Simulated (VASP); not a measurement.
# Ni (Fm-3m) in VASP: further runs, part 2 of 2

VASP 6.6.1.

## 5. Single point, LDA, collinear spin, ferromagnetic start

This run uses another cell than the first one, of 9.95 Å³/atom, 0.900 times its volume.

File INCAR:

```
PREC = Accurate ; ENCUT = 600
EDIFF = 1E-6 ; ISMEAR = 0
SIGMA = 0.1 ; LREAL = False
LASPH = True ; NELM = 200
ALGO = Normal ; ISIF = 2
LWAVE = False ; LCHARG = False
ISPIN = 2 ; MAGMOM = 0.81
LORBIT = 11 ; LMAXMIX = 4
GGA = CA ; NBANDS = 15
GGA_COMPAT = False
```

File KPOINTS:

```
Automatic mesh
0
Gamma
  8 8 8
```

File POSCAR:

```
Ni
1.0
    0.0000000000      1.7069369575      1.7069369575
    1.7069369575      0.0000000000      1.7069369575
    1.7069369575      1.7069369575      0.0000000000
Ni
1
Direct
    0.0000000000      0.0000000000      0.0000000000
```

Potentials or basis: VASP PAW LDA potentials, release 64 (Ni).

The run is started by

```
> cat potpaw_LDA.64/Ni/POTCAR > POTCAR
> mpirun -np 1 vasp_std > vasp.out
```

OUTCAR:

```text
PREC = Accurate
   ENCUT = 600
   EDIFF = 1E-6
   ISMEAR = 0
   LREAL = False
   LASPH = True
   NELM = 200
   ISIF = 2
   ISPIN = 2
   LORBIT = 11
   GGA = CA

 ion  position               nearest neighbor table
   1  0.000  0.000  0.000-

  LATTYP: Found a face centered cubic cell.
 ALAT       =     3.4138739150

  Lattice vectors:

 A1 = (   0.0000000000,   1.7069369575,   1.7069369575)
 A2 = (   1.7069369575,   0.0000000000,   1.7069369575)
 A3 = (   1.7069369575,   1.7069369575,   0.0000000000)

Analysis of symmetry for initial positions (statically):
=====================================================================
 Subroutine PRICEL returns:
 Original cell was already a primitive cell.

 Routine SETGRP: Setting up the symmetry group for a
 face centered cubic supercell.

 Subroutine GETGRP returns: Found 48 space group operations
 (whereof 48 operations were pure point group operations)
 out of a pool of 48 trial point group operations.

The static configuration has the point symmetry O_h .

Analysis of symmetry for dynamics (positions and initial velocities):
=====================================================================
 Subroutine PRICEL returns:
 Original cell was already a primitive cell.

 Routine SETGRP: Setting up the symmetry group for a
 face centered cubic supercell.

 Subroutine GETGRP returns: Found 48 space group operations
 (whereof 48 operations were pure point group operations)
 out of a pool of 48 trial point group operations.

The dynamic configuration has the point symmetry O_h .

Analysis of structural, dynamic, and magnetic symmetry:
=====================================================================
 Subroutine PRICEL returns:
 Original cell was already a primitive cell.

 Routine SETGRP: Setting up the symmetry group for a
 face centered cubic supercell.

 Subroutine GETGRP returns: Found 48 space group operations
 (whereof 48 operations were pure point group operations)
 out of a pool of 48 trial point group operations.

The overall configuration has the point symmetry O_h .

 Subroutine INISYM returns: Found 48 space group operations
 (whereof 48 operations are pure point group operations),
 and found     1 'primitive' translations

----------------------------------------------------------------------------------------

                                     Primitive cell

  volume of cell :       9.9468

  direct lattice vectors                    reciprocal lattice vectors
     0.000000000  1.706936957  1.706936957    -0.292922359  0.292922359  0.292922359
     1.706936957  0.000000000  1.706936957     0.292922359 -0.292922359  0.292922359
     1.706936957  1.706936957  0.000000000     0.292922359  0.292922359 -0.292922359

  length of vectors
     2.413973395  2.413973395  2.413973395     0.507356408  0.507356408  0.507356408

  position of ions in fractional coordinates (direct lattice)
     0.000000000  0.000000000  0.000000000

  ion indices of the primitive-cell ions
   primitive index   ion index
                 1           1

----------------------------------------------------------------------------------------

 KPOINTS: Automatic mesh

Automatic generation of k-mesh.
 Grid dimensions read from file:
[... 73 lines left out ...]
   POTIM  = 0.5000    time-step for ionic-motion
   TEBEG  =    0.0;   TEEND  =   0.0 temperature during run
   PSTRESS=    0.0 pullay stress
   NELECT =      10.0000    total number of electrons
   NUPDOWN=      -1.0000    fix difference up-down
   EMIN   =  10.00;   EMAX   =-10.00  energy-range for DOS
   EFERMI =   0.00;   METHOD = LEGACY
   ISMEAR =     0;   SIGMA  =   0.10  broadening in eV -4-tet -1-fermi 0-gaus
   EFERMI_NEDOS =   21; number of points for ismear=-14 and -15
   IALGO  =     38    algorithm
   IMIX   =      4    mixing-type and parameters
     AMIX     =   0.40;   BMIX     =  1.00
     AMIX_MAG =   1.60;   BMIX_MAG =  1.00
  volume/ion in A,a.u.               =       9.95        67.12
  Fermi-wavevector in a.u.,A,eV,Ry     =   1.640013  3.099176 36.594820  2.689643
  Thomas-Fermi vector in A             =   2.730723
   LORBIT       =     11    0 simple, 1 ext, 2 COOP (PROOUT), +10 PAW based schemes
   GGA     = CA    functional components
   LHFCALC =     F    Hartree Fock is set to
   AEXX    =    0.0000 exact exchange contribution
   IVDW    =     0    specifies the selected vdW correction
   LEPSILON=     F    determine dielectric tensor
   LRPA    =     F    only Hartree local field effects (RPA)
 spin polarized calculation
 Gauss-broadening in eV      SIGMA  =   0.10
  energy-cutoff  :      600.00
  volume of cell :        9.95
 maximum number of plane-waves:       343
   NGX =  9   NGY =  9   NGZ =  9

 number of electron      10.0000000 magnetization       0.8100000

 number of electron       9.9999995 magnetization       0.6991835

 Free energy of the ion-electron system (eV)
  ---------------------------------------------------
  ext. energy  EPLUGINS =         0.00000000
  ---------------------------------------------------
  free energy    TOTEN  =        -6.57666599 eV

  energy without entropy =       -6.56849970  energy(sigma->0) =       -6.57258285

 E-fermi :  10.3473     XC(G=0): -14.1549

 val. band max:       10.3247487736   @ k =  -0.2500   0.3750   0.1250
 cond. band min:      10.3507970685   @ k =   0.3750   0.3750   0.0000
 fundamental gap:      0.0260482950
 Fermi energy:        10.3472516509

 spin component 1

 k-point     1 :       0.0000    0.0000    0.0000
  band No.  band energies     occupation
      1       0.7278      1.00000
      2       7.7103      1.00000
      3       7.7103      1.00000
      4       7.7103      1.00000
      5       9.0105      1.00000
      6       9.0105      1.00000
      7      34.8832      0.00000
      8      39.3525      0.00000
      9      39.3525      0.00000
     10      39.3525      0.00000
     11      42.6440      0.00000
     12      42.6440      0.00000
     13      42.6440      0.00000
     14      45.6001      0.00000
[... 403 lines left out ...]
      4       8.4058      1.00000
      5       9.7100      1.00000
      6      13.9818      0.00000
      7      17.0859      0.00000
      8      27.2607      0.00000
      9      28.3853      0.00000
     10      37.4008      0.00000
     11      41.8796      0.00000
     12      49.4061      0.00000
     13      52.3111      0.00000
     14      52.8302      0.00000
     15      53.9767      0.00000

 [... further k-points ...]

 spin component 2

 k-point     1 :       0.0000    0.0000    0.0000
  band No.  band energies     occupation
      1       0.8075      1.00000
      2       8.4036      1.00000
      3       8.4036      1.00000
      4       8.4036      1.00000
      5       9.6702      1.00000
      6       9.6702      1.00000
      7      34.9025      0.00000
      8      39.4339      0.00000
      9      39.4339      0.00000
     10      39.4339      0.00000
     11      42.8619      0.00000
     12      42.8619      0.00000
     13      42.8619      0.00000
     14      45.6056      0.00000
[... 403 lines left out ...]
      4       9.0511      1.00000
      5      10.4621      0.05217
      6      14.3306      0.00000
      7      17.4707      0.00000
      8      27.4524      0.00000
      9      28.5749      0.00000
     10      37.5060      0.00000
     11      42.0416      0.00000
     12      49.4997      0.00000
     13      52.4621      0.00000
     14      53.2267      0.00000
     15      54.5218      0.00000

 [... further k-points ...]

------------------------ aborting loop because EDIFF is reached ----------------------------------------

  FORCE on cell =-STRESS in cart. coord.  units (eV):
  Direction    XX          YY          ZZ          XY          YZ          ZX
  --------------------------------------------------------------------------------------
  -------------------------------------------------------------------------------------
  Total        0.1607838      0.1607838      0.1607838      0.0000000      0.0000000     -0.0000000
  in kB       25.8982460     25.8982460     25.8982460      0.0000000      0.0000000     -0.0000000
  external PRESSURE =      25.8982460 kB  Pullay stress =       0.0000000 kB

 VOLUME and BASIS-vectors are now :
 -----------------------------------------------------------------------------
  energy-cutoff  :      600.00
  volume of cell :        9.95
      direct lattice vectors                 reciprocal lattice vectors
     0.000000000  1.706936957  1.706936957    -0.292922359  0.292922359  0.292922359
     1.706936957  0.000000000  1.706936957     0.292922359 -0.292922359  0.292922359
     1.706936957  1.706936957  0.000000000     0.292922359  0.292922359 -0.292922359

 POSITION                                       TOTAL-FORCE (eV/Angst)
 -----------------------------------------------------------------------------------
      0.00000      0.00000      0.00000        -0.000000     -0.000000     -0.000000
 -----------------------------------------------------------------------------------
    total drift:                               -0.000000     -0.000000     -0.000000

  FREE ENERGIE OF THE ION-ELECTRON SYSTEM (eV)
  ---------------------------------------------------
  free  energy   TOTEN  =        -6.5766659891 eV

  energy  without entropy=       -6.5684997022  energy(sigma->0) =       -6.57258285

 total charge

# of ion       s       p       d       tot
------------------------------------------
    1        0.541   0.587   8.363   9.491

 magnetization (x)

# of ion       s       p       d       tot
------------------------------------------
    1        0.000  -0.012   0.707   0.695
```

OSZICAR:

```text
N       E                     dE             d eps       ncg     rms          rms(c)
DAV:   1     0.357818664696E+02    0.35782E+02   -0.46785E+03  1875   0.970E+02
DAV:   2    -0.608500697118E+01   -0.41867E+02   -0.39123E+02  1971   0.181E+02
DAV:   3    -0.768987933290E+01   -0.16049E+01   -0.15946E+01  2104   0.337E+01
DAV:   4    -0.769868360644E+01   -0.88043E-02   -0.88016E-02  2245   0.239E+00
DAV:   5    -0.769876592411E+01   -0.82318E-04   -0.82317E-04  2159   0.210E-01    0.111E+01
DAV:   6    -0.686642502254E+01    0.83234E+00   -0.12578E+01  2477   0.407E+01    0.542E+00
DAV:   7    -0.660374991161E+01    0.26268E+00   -0.18410E+00  2111   0.145E+01    0.229E+00
DAV:   8    -0.657972558483E+01    0.24024E-01   -0.35909E-02  2343   0.146E+00    0.101E+00
DAV:   9    -0.657725916359E+01    0.24664E-02   -0.14765E-03  2769   0.223E-01    0.262E-01
DAV:  10    -0.657666418292E+01    0.59498E-03   -0.34850E-04  2614   0.130E-01    0.417E-02
DAV:  11    -0.657666711296E+01   -0.29300E-05   -0.38446E-06  1888   0.197E-02    0.231E-02
DAV:  12    -0.657666583877E+01    0.12742E-05   -0.49916E-06  2022   0.134E-02    0.727E-03
DAV:  13    -0.657666598909E+01   -0.15032E-06   -0.78974E-07  1570   0.541E-03
   1 F= -.65766660E+01 E0= -.65725828E+01  d E =-.816629E-02  mag=     0.6993
```

Wall time 11 s (1 thread of AMD EPYC 7R13 (Zen 3), shared host); peak memory 0.09 GiB.

Results:

* Free energy: -6.5767 eV
* Pressure: 2.6 GPa
* Net moment: 0.70 μB per cell
* Site moments: Ni +0.69 μB
* Valence electrons inside the program's atomic spheres: Ni 9.49

Caveat: the k points lie up to 0.40 Å⁻¹ apart.

## 6. Single point, PBE, collinear spin, ferromagnetic start

File INCAR:

```
SYSTEM = Ni
PREC = Accurate
ENCUT = 600
EDIFF = 1E-6
ISMEAR = 0
SIGMA = 0.1
LREAL = .FALSE.
LASPH = .TRUE.
NELM = 200
ALGO = Normal
ISIF = 2
LWAVE = .FALSE.
LCHARG = .FALSE.
ISPIN = 2
MAGMOM = 0.81
LORBIT = 11
LMAXMIX = 4
GGA = PE
NBANDS = 15
GGA_COMPAT = .FALSE.
```

File KPOINTS:

```
regular mesh
0
G
  8 8 8
  0 0 0
```

File POSCAR:

```
Ni
1.0
    0.0000000000      1.7679500000      1.7679500000
    1.7679500000      0.0000000000      1.7679500000
    1.7679500000      1.7679500000      0.0000000000
Ni
1
Direct
    0.1370000000      0.9730000000      0.1040000000
```

Potentials or basis: VASP PAW PBE potentials, release 64 (Ni).

The run is started by

```
> cat potpaw_PBE.64/Ni/POTCAR > POTCAR
> mpirun -np 1 vasp_std > vasp.out
```

It took 11 s on 1 thread of AMD EPYC 7R13 (Zen 3), shared host; peak memory 0.1 GiB.

It converged, with:

```yaml
Free_energy: -5.4728 eV
Pressure: -2.8 GPa
Net_moment: 0.70 μB per cell
Site_moments: Ni +0.71 μB
Valence_electrons_inside_the_program's_atomic_spheres: Ni 9.28
```

Levels at points of the mesh, in eV from the Fermi level:
Spin up:
| k point | band 1 | band 2 | band 3 | band 4 | band 5 | band 6 | band 7 | band 8 | band 9 | band 10 |
| --- | --- | --- | --- | --- | --- | --- | --- | --- | --- | --- |
| (0.00, 0.00, 0.00) | -8.90 | -2.45 | -2.45 | -2.45 | -1.30 | -1.30 | 23.59 | 27.32 | 27.32 | 27.32 |
| (0.50, 0.00, 0.00) | -4.78 | -2.43 | -2.43 | -0.67 | -0.67 | -0.26 | 5.52 | 22.09 | 24.39 | 24.39 |
| (0.50, 0.50, 0.00) | -4.59 | -4.16 | -0.61 | -0.54 | -0.54 | 2.43 | 9.06 | 14.67 | 14.67 | 19.51 |
Spin down:
```csv
k point,band 2,band 3,band 4,band 5,band 6,band 7
"(0.00, 0.00, 0.00)",-1.63,-1.63,-1.63,-0.64,-0.64,23.44
"(0.50, 0.00, 0.00)",-1.74,-1.74,-0.32,0.16,0.16,5.99
"(0.50, 0.50, 0.00)",-3.48,0.07,0.40,0.40,2.41,9.33
```

Caveat: the k points lie up to 0.38 Å⁻¹ apart.

## 7. Overview

| level | potentials or basis | cell | k mesh | smearing | gap on the mesh (eV) | pressure (GPa) | moment (μB) |
| --- | --- | --- | --- | --- | --- | --- | --- |
| PBE | VASP PAW PBE potentials, release 64 (Ni) | a = 2.500 Å, angles 60.0°, 1 atom | 4 × 4 × 4 | tetrahedron | none | -5.0 | 0.38 |
| PBE | VASP PAW PBE potentials, release 64 (Ni) | a = 2.500 Å, angles 60.0°, 1 atom | 4 × 4 × 4 | gaussian 0.1 eV | none | -7.1 | 0.59 |
| LDA | VASP PAW LDA potentials, release 64 (Ni) | a = 2.414 Å, angles 60.0°, 1 atom | 8 × 8 × 8 | gaussian 0.1 eV | none | 2.6 | 0.70 |
| PBE | VASP PAW PBE potentials, release 64 (Ni) | a = 2.500 Å, angles 60.0°, 1 atom | 8 × 8 × 8 | gaussian 0.1 eV | none | -2.8 | 0.70 |

Alike in all rows: task single point; spin collinear, ferromagnetic start; cutoff (eV) 600.

Caveats: all runs use coarse meshes.

Total energies depend on the potentials used, so only differences within one code and one set of settings carry meaning.
